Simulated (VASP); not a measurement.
The system is Si.

```xyz
1
Lattice="2.5670 0.0000 0.0000 -1.2835 2.2231 0.0000 0.0000 0.0000 2.4160" Properties=species:S:1:pos:R:3 pbc="T T T"
Si    0.0000    0.0000    0.0000
```

This cell differs from its parent crystal: volume scaled by 0.94.

Base run:

```yaml
Program: VASP 6.6.1
Functional: PBEsol
Potentials_or_basis: VASP PAW PBE potentials, release 64 (Si)
Cutoff: 520 eV
k_mesh: 12 × 12 × 11
Occupations: fermi-dirac, width 0.05 eV
Spin: no spin polarisation
```

Its results: band gap on the k mesh zero (band 2 reaches 18.04 eV, above the bottom of band 3 at 5.55 eV); pressure 9.2 GPa.

Problem. The run is repeated on the same cell with these changes: functional from PBEsol to PBE. What comes out?

Solution. Band gap on the k mesh zero (band 2 reaches 18.06 eV, above the bottom of band 3 at 5.62 eV); pressure 11.7 GPa.

PBE binds less tightly than PBEsol, so the same cell stands under more pressure.

Caveats: the PAW data sets were made with another functional, which shifts forces and pressure a little (some runs).
